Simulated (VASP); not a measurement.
# Ti (I4/mmm) in VASP: further runs

The runs below take Ti through single point, with PBEsol.

Everything below comes from runs of VASP 6.6.1. Logs are shortened: lines on timing, memory, paths and dates and some standing lists are left out, and cuts for length are marked.

## (1) The cell of the first run

The structure is tetragonal, space group I4/mmm (No. 139). Conventional cell: a = 3.184 Å, b = 3.184 Å, c = 3.331 Å, α = 90.00°, β = 90.00°, γ = 90.00°. Ti (site symmetry 4/mmm) has 14 Ti at 2.80 to 3.33 Å within 3.7 Å.

## (2) Single point, PBEsol (strain -0.030 along x and y, +0.015 along z)

INCAR

```
SYSTEM = Ti
ALGO = Normal
EDIFF = 1E-6
ENCUT = 520
GGA = PS
ISIF = 2
ISMEAR = 0
LASPH = .TRUE.
LCHARG = .FALSE.
LREAL = .FALSE.
LWAVE = .FALSE.
NBANDS = 12
NELM = 100
PREC = Accurate
SIGMA = 0.15
```

KPOINTS

```
k-points
0
G
  20 20 20
  0 0 0
```

POSCAR

```
Ti
1.0
   -1.5917700000      1.5917700000      1.6656150000
    1.5917700000     -1.5917700000      1.6656150000
    1.5917700000      1.5917700000     -1.6656150000
Ti
1
Direct
    0.0000000000      0.0000000000      0.0000000000
```

Potentials or basis: VASP PAW PBE potentials, release 64 (Ti_sv).

Run with:

```sh
cat potpaw_PBE.64/Ti_sv/POTCAR > POTCAR
mpirun -np 1 vasp_std > vasp.out
```

OUTCAR:

```text
SYSTEM = Ti
   EDIFF = 1E-6
   ENCUT = 520
   GGA = PS
   ISIF = 2
   ISMEAR = 0
   LASPH = .TRUE.
   LREAL = .FALSE.
   NELM = 100
   PREC = Accurate

 ion  position               nearest neighbor table
   1  0.000  0.000  0.000-

  LATTYP: Found a body centered tetragonal cell.
 ALAT       =     3.1835400000
 C/A-ratio  =     1.0463917526

  Lattice vectors:

 A1 = (  -1.5917700000,   1.5917700000,   1.6656150000)
 A2 = (   1.5917700000,  -1.5917700000,   1.6656150000)
 A3 = (   1.5917700000,   1.5917700000,  -1.6656150000)

Analysis of symmetry for initial positions (statically):
=====================================================================
 Subroutine PRICEL returns:
 Original cell was already a primitive cell.

 Routine SETGRP: Setting up the symmetry group for a
 body centered tetragonal supercell.

 Subroutine GETGRP returns: Found 16 space group operations
 (whereof 16 operations were pure point group operations)
 out of a pool of 16 trial point group operations.

The static configuration has the point symmetry D_4h.

Analysis of symmetry for dynamics (positions and initial velocities):
=====================================================================
 Subroutine PRICEL returns:
 Original cell was already a primitive cell.

 Routine SETGRP: Setting up the symmetry group for a
 body centered tetragonal supercell.

 Subroutine GETGRP returns: Found 16 space group operations
 (whereof 16 operations were pure point group operations)
 out of a pool of 16 trial point group operations.

The dynamic configuration has the point symmetry D_4h.

 Subroutine INISYM returns: Found 16 space group operations
 (whereof 16 operations are pure point group operations),
 and found     1 'primitive' translations

----------------------------------------------------------------------------------------

                                     Primitive cell

  volume of cell :      16.8809

  direct lattice vectors                    reciprocal lattice vectors
    -1.591770000  1.591770000  1.665615000     0.000000000  0.314115733  0.300189420
     1.591770000 -1.591770000  1.665615000     0.314115733  0.000000000  0.300189420
     1.591770000  1.591770000 -1.665615000     0.314115733  0.314115733  0.000000000

  length of vectors
     2.800310125  2.800310125  2.800310125     0.434490945  0.434490945  0.444226729

  position of ions in fractional coordinates (direct lattice)
     0.000000000  0.000000000  0.000000000

  ion indices of the primitive-cell ions
   primitive index   ion index
                 1           1

----------------------------------------------------------------------------------------

 KPOINTS: k-points

Automatic generation of k-mesh.
 Grid dimensions read from file:
 generate k-points for:   20   20   20

 Generating k-lattice:

  Cartesian coordinates                     Fractional coordinates (reciprocal lattice)
     0.000000000  0.015705787  0.015009471     0.050000000 -0.000000000  0.000000000
     0.015705787  0.000000000  0.015009471    -0.000000000  0.050000000  0.000000000
     0.015705787  0.015705787  0.000000000     0.000000000  0.000000000  0.050000000

  Length of vectors
     0.021724547  0.021724547  0.022211336

  Shift w.r.t. Gamma in fractional coordinates (k-lattice)
     0.000000000  0.000000000  0.000000000

 Subroutine IBZKPT returns following result:
 ===========================================

 Found    641 irreducible k-points:

 Following reciprocal coordinates:
            Coordinates               Weight
  0.000000  0.000000  0.000000      1.000000
  0.050000 -0.000000  0.000000      8.000000
  0.100000  0.000000 -0.000000      8.000000
  0.150000  0.000000  0.000000      8.000000
  0.200000  0.000000 -0.000000      8.000000
  0.250000  0.000000  0.000000      8.000000
[... 16 lines left out ...]
 -0.400000  0.050000  0.000000     16.000000
 -0.350000  0.050000  0.000000     16.000000
 [... further k-points ...]
   k-points           NKPTS =    641   k-points in BZ     NKDIM =    641   number of bands    NBANDS=     12
   number of dos      NEDOS =    301   number of ions     NIONS =      1
   total plane-waves  NPLWV =  13824
   dimension x,y,z NGX =    24 NGY =   24 NGZ =   24
   dimension x,y,z NGXF=    48 NGYF=   48 NGZF=   48
   ions per type =               1
   NGX,Y,Z   is equivalent  to a cutoff of  14.25, 14.25, 14.25 a.u.
   NGXF,Y,Z  is equivalent  to a cutoff of  28.50, 28.50, 28.50 a.u.
 SYSTEM =  Ti
   PREC   = accura    normal or accurate (medium, high low for compatibility)
   ISTART =      0    job   : 0-new  1-cont  2-samecut
   ICHARG =      2    charge: 1-file 2-atom 10-const
   ISPIN  =      1    spin polarized calculation?
   LNONCOLLINEAR =      F non collinear calculations
   LSORBIT =      F    spin-orbit coupling
   LASPH  =      T    aspherical Exc in radial PAW
   ENCUT  =  520.0 eV  38.22 Ry    6.18 a.u.   5.21  5.21  5.21*2*pi/ulx,y,z
   NELM   =    100;   NELMIN=  2; NELMDL= -5     # of ELM steps
   EDIFF  = 0.1E-05   stopping-criterion for ELM
   LREAL  =      F    real-space projection
   EDIFFG = 0.1E-04   stopping-criterion for IOM
   NSW    =      0    number of steps for IOM
   IBRION =     -1    ionic relax: 0-MD 1-quasi-New 2-CG
   NFREE  =      0    steps in history (QN), initial steepest desc. (CG)
   ISIF   =      2    stress and relaxation
   ISYM   =      2    0-nonsym 1-usesym 2-fastsym
   POTIM  = 0.5000    time-step for ionic-motion
   TEBEG  =    0.0;   TEEND  =   0.0 temperature during run
   PSTRESS=    0.0 pullay stress
   NELECT =      12.0000    total number of electrons
   NUPDOWN=      -1.0000    fix difference up-down
   EMIN   =  10.00;   EMAX   =-10.00  energy-range for DOS
   EFERMI =   0.00;   METHOD = LEGACY
   ISMEAR =     0;   SIGMA  =   0.15  broadening in eV -4-tet -1-fermi 0-gaus
   EFERMI_NEDOS =   21; number of points for ismear=-14 and -15
   IALGO  =     38    algorithm
   IMIX   =      4    mixing-type and parameters
     AMIX     =   0.40;   BMIX     =  1.00
     AMIX_MAG =   1.60;   BMIX_MAG =  1.00
  volume/ion in A,a.u.               =      16.88       113.92
  Fermi-wavevector in a.u.,A,eV,Ry     =   1.461067  2.761016 29.044589  2.134717
  Thomas-Fermi vector in A             =   2.577442
   LORBIT       =      0    0 simple, 1 ext, 2 COOP (PROOUT), +10 PAW based schemes
   GGA     = PS    functional components
   LHFCALC =     F    Hartree Fock is set to
   AEXX    =    0.0000 exact exchange contribution
   IVDW    =     0    specifies the selected vdW correction
   LEPSILON=     F    determine dielectric tensor
   LRPA    =     F    only Hartree local field effects (RPA)
 non-spin polarized calculation
 Gauss-broadening in eV      SIGMA  =   0.15
  energy-cutoff  :      520.00
  volume of cell :       16.88
 maximum number of plane-waves:       474
 NGX is ok and might be reduce to    24
   NGX = 11   NGY = 11   NGZ = 11

 number of electron      11.9999999 magnetization

 Free energy of the ion-electron system (eV)
  ---------------------------------------------------
  ext. energy  EPLUGINS =         0.00000000
  ---------------------------------------------------
  free energy    TOTEN  =        -8.24637098 eV

  energy without entropy =       -8.22112380  energy(sigma->0) =       -8.23374739

 E-fermi :   8.2599     XC(G=0): -11.7684

 val. band max:        8.2578648568   @ k =  -0.4500   0.4500   0.1500
 cond. band min:       8.2608793099   @ k =  -0.1500   0.3500   0.0500
 fundamental gap:      0.0030144531
 Fermi energy:         8.2599373177

 k-point     1 :       0.0000    0.0000    0.0000
  band No.  band energies     occupation
      1     -47.9903      2.00000
      2     -23.9064      2.00000
      3     -23.9064      2.00000
      4     -23.9038      2.00000
      5       2.2407      2.00000
      6       9.1647      0.00000
      7       9.1647      0.00000
      8       9.4871      0.00000
      9      10.8927      0.00000
     10      11.2688      0.00000
     11      25.3655      0.00000
     12      26.1585      0.00000

 k-point     2 :       0.0500   -0.0000    0.0000
  band No.  band energies     occupation
      1     -47.9867      2.00000
      2     -23.9244      2.00000
      3     -23.9120      2.00000
      4     -23.9049      2.00000
      5       2.3279      2.00000
      6       9.1561      0.00000
      7       9.1737      0.00000
      8       9.5029      0.00000
      9      10.8585      0.00000
     10      11.2531      0.00000
     11      25.3437      0.00000
     12      26.0656      0.00000

 k-point     3 :       0.1000    0.0000   -0.0000
  band No.  band energies     occupation
      1     -47.9763      2.00000
      2     -23.9798      2.00000
      3     -23.9281      2.00000
      4     -23.9050      2.00000
      5       2.5842      2.00000
      6       9.1181      0.00000
      7       9.1309      0.00000
      8       9.6233      0.00000
      9      10.7685      0.00000
     10      11.2237      0.00000
     11      25.1569      0.00000
     12      25.8178      0.00000
[... 286 lines left out ...]
 k-point    23 :      -0.4000    0.0500    0.0000
  band No.  band energies     occupation
      1     -47.8622      2.00000
      2     -24.5483      2.00000
      3     -24.1014      2.00000
      4     -23.9137      2.00000
      5       5.4943      2.00000
      6       8.1324      1.77090
      7       8.6521      0.00022
      8      10.8174      0.00000
      9      11.4447      0.00000
     10      12.1075      0.00000
     11      18.8866      0.00000
     12      22.6418      0.00000

 k-point    24 :      -0.3500    0.0500    0.0000
  band No.  band energies     occupation
      1     -47.8808      2.00000
      2     -24.4590      2.00000
      3     -24.0721      2.00000
      4     -23.9138      2.00000
      5       5.0871      2.00000
      6       8.2880      0.79150
      7       8.4945      0.02703
      8      10.7388      0.00000
      9      11.3780      0.00000
     10      11.6092      0.00000
     11      20.1500      0.00000
     12      23.2080      0.00000

 [... further k-points ...]
[... 5 lines left out ...]
  --------------------------------------------------------------------------------------
  -------------------------------------------------------------------------------------
  Total       -0.2785183     -0.2785183     -0.1885080      0.0000000     -0.0000000     -0.0000000
  in kB      -26.4343719    -26.4343719    -17.8914370      0.0000000     -0.0000000     -0.0000000
  external PRESSURE =     -23.5867270 kB  Pullay stress =       0.0000000 kB

 VOLUME and BASIS-vectors are now :
 -----------------------------------------------------------------------------
  energy-cutoff  :      520.00
  volume of cell :       16.88
      direct lattice vectors                 reciprocal lattice vectors
    -1.591770000  1.591770000  1.665615000     0.000000000  0.314115733  0.300189420
     1.591770000 -1.591770000  1.665615000     0.314115733  0.000000000  0.300189420
     1.591770000  1.591770000 -1.665615000     0.314115733  0.314115733  0.000000000

 POSITION                                       TOTAL-FORCE (eV/Angst)
 -----------------------------------------------------------------------------------
      0.00000      0.00000      0.00000         0.000000      0.000000      0.000000
 -----------------------------------------------------------------------------------
    total drift:                                0.000000      0.000000      0.000000

  FREE ENERGIE OF THE ION-ELECTRON SYSTEM (eV)
  ---------------------------------------------------
  free  energy   TOTEN  =        -8.2463709753 eV

  energy  without entropy=       -8.2211237960  energy(sigma->0) =       -8.23374739
```

Wall time 40 s (1 thread of Intel Xeon Platinum 8559C (Emerald Rapids), shared host); peak memory 0.23 GiB.

What came out:

```yaml
Free_energy: -8.2464 eV
Pressure: -2.4 GPa
Band_gap_on_the_k_mesh: zero (band 6 reaches 9.25 eV, above the bottom of band 7 at 7.63 eV)
```

Caveat: the cell differs from its parent crystal (strain -0.030 along x and y, +0.015 along z); the PAW data sets were made with another functional, which shifts forces and pressure a little.

## (3) Single point, PBEsol (strain -0.030 along x and y, +0.030 along z)

INCAR

```
ALGO = Normal
EDIFF = 1E-6
ENCUT = 520
GGA = PS
ISIF = 2
ISMEAR = 0
LASPH = True
LCHARG = False
LREAL = False
LWAVE = False
NBANDS = 12
NELM = 60
PREC = Accurate
SIGMA = 0.15
```

KPOINTS

```
k-points
0
Gamma
  20 20 20
```

POSCAR

```
Ti
1.0
   -1.5917700000      1.5917700000      1.6902300000
    1.5917700000     -1.5917700000      1.6902300000
    1.5917700000      1.5917700000     -1.6902300000
Ti
1
Direct
    0.0000000000      0.0000000000      0.0000000000
```

Potentials or basis: VASP PAW PBE potentials, release 64 (Ti_sv).

Run with:

```sh
cat potpaw_PBE.64/Ti_sv/POTCAR > POTCAR
mpirun -np 1 vasp_std > vasp.out
```

Wall time 40 s (1 thread of Intel Xeon Platinum 8559C (Emerald Rapids), shared host); peak memory 0.24 GiB.

The run converged. Its results:

```
Free energy            : -8.2427 eV
Pressure               : -3.8 GPa
Band gap on the k mesh : zero (band 6 reaches 9.10 eV, above the bottom of band 7 at 7.51 eV)
```

Stress tensor (GPa, compression positive):
```
-4.19  0.00  0.00
 0.00 -4.19  0.00
 0.00  0.00 -3.04
```

Levels at points of the mesh, in eV from the Fermi level:
```csv
k point,band 4,band 5,band 6,band 7,band 8,band 9
"(0.00, 0.00, 0.00)",-32.22,-5.99,0.86,0.86,1.28,2.52
"(0.50, 0.00, 0.00)",-32.22,-2.50,-0.24,1.06,2.49,3.17
"(0.50, 0.50, 0.00)",-32.25,-2.51,-0.76,1.46,3.09,3.28
"(0.50, 0.50, 0.50)",-32.68,-2.24,-2.08,3.92,4.03,4.03
```

Caveat: the cell differs from its parent crystal (strain -0.030 along x and y, +0.030 along z); the PAW data sets were made with another functional, which shifts forces and pressure a little.

(Part 1 of 2 ends here.)
